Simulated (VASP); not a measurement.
**CdS: relaxation of shape and atoms at fixed volume with r2SCAN**

CdS:

```
CELL_PARAMETERS angstrom
4.20506 0.00000 0.00000
-2.10253 3.64169 0.00000
0.00000 0.00000 6.83308
ATOMIC_POSITIONS crystal
Cd 0.33333 0.66667 0.99903
Cd 0.66667 0.33333 0.49903
S 0.33333 0.66667 0.37597
S 0.66667 0.33333 0.87597
```

* Program: VASP 6.6.1
* Task: relaxation of shape and atoms at fixed volume
* Functional: r2SCAN
* Potentials or basis: VASP PAW PBE potentials, release 64 (Cd, S)
* Cutoff: 600 eV
* k mesh: 9 × 9 × 4
* Occupations: gaussian, width 0.02 eV
* Spin: no spin polarisation
* Dipole correction: no
* Further INCAR settings: ALGO = Normal; EDIFF = 1e-07; IBRION = 2; EDIFFG = -0.01; NSW = 50; ISIF = 4

```json
{
  "Pressure after relaxing": "-1.4 GPa",
  "Band gap on the k mesh": "1.55 eV"
}
```

Final structure:
```
Cd S
1.0
     4.20506    0.00000    0.00000
    -2.10253    3.64169    0.00000
     0.00000    0.00000    6.83308
Cd S
2 2
Cartesian
  0.0000 2.4278 6.8265
  2.1025 1.2139 3.4099
  0.0000 2.4278 2.5690
  2.1025 1.2139 5.9855
```

Levels at points of the mesh, in eV from the valence-band top:
```
           k point  band 14  band 15  band 16  band 17  band 18  band 19  band 20  band 21  band 22
(0.00, 0.00, 0.00)    -0.70    -0.70    -0.03     0.00     0.00     1.55     3.18     6.99     6.99
(0.00, 0.00, 0.50)    -2.34    -0.36    -0.36    -0.36    -0.36     3.19     3.19     6.58     6.58
```

Run time: 3.7 min on 1 thread of Intel(R) Xeon(R) 6975P-C (Granite Rapids), with other jobs on the host, peak memory 0.34 GiB.

Caveat: the PAW data sets were made with another functional, which shifts forces and pressure a little.
